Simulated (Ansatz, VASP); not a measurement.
# InSe: VASP beside Ansatz

File INCAR:

```
PREC = Accurate ; ENCUT = 500
EDIFF = 1E-6 ; ISMEAR = 0
SIGMA = 0.01 ; LREAL = False
LASPH = True ; NELM = 120
ALGO = Normal ; ISIF = 2
LWAVE = False ; LCHARG = True
GGA = PS ; LELF = True
LVHAR = True ; NBANDS = 27
GGA_COMPAT = False
```

File KPOINTS:

```
regular mesh
0
Gamma
  4 4 4
```

File POSCAR:

```
InSe
1.0
    2.0000000000      1.1547000000      8.4400000000
   -2.0000000000      1.1547000000      8.4400000000
    0.0000000000     -2.3094000000      8.4400000000
In Se
2 2
Direct
    0.0000000000      0.0000000000      0.0000000000
    0.1114000000      0.1114000000      0.1114000000
    0.6165000000      0.6165000000      0.6165000000
    0.8281000000      0.8281000000      0.8281000000
```

Input for Ansatz:

```yaml
crystal:
  lattice:
    - [2.0, 1.1547, 8.44]
    - [-2.0, 1.1547, 8.44]
    - [0.0, -2.3094, 8.44]
  atoms:
    - { symbol: In, position: [0.0, 0.0, 0.0] }
    - { symbol: In, position: [0.1114, 0.1114, 0.1114] }
    - { symbol: Se, position: [0.6165, 0.6165, 0.6165] }
    - { symbol: Se, position: [0.8281, 0.8281, 0.8281] }
kpoints:
  mp_grid:
    grid: [4, 4, 4]
hamiltonian:
  xc: pbesol
scf:
  occupations:
    method: fixed
output:
  eigenvalues: true
```

Alike in both runs: task single point; functional PBEsol; k mesh 4 × 4 × 4; no spin polarisation.

|  | VASP | Ansatz |
| --- | --- | --- |
| version | VASP 6.6.1 | Ansatz 0.2.0 |
| potentials or method | VASP PAW PBE potentials, release 64 (In_d, Se) | plane waves, PAW |
| plane-wave cutoff (eV) | 500 | 420 |
| occupations | gaussian, width 0.01 eV | fixed |
| valence electrons in the cell | 38 | 58 |

VASP gave:

| Property | Result |
| --- | --- |
| gap on the k mesh at the Fermi level (eV) | 0.33 |

Question: Which values does Ansatz return?

Answer: gap on the k mesh at the Fermi level (eV): 0.34.

VASP's potentials were made for PBE, not for PBEsol. VASP's potentials hold 38 valence electrons a cell and Ansatz's 58, so a difference there can come from the potentials and not from the codes.

The k mesh is coarse, so the values compare programs but aren't converged.
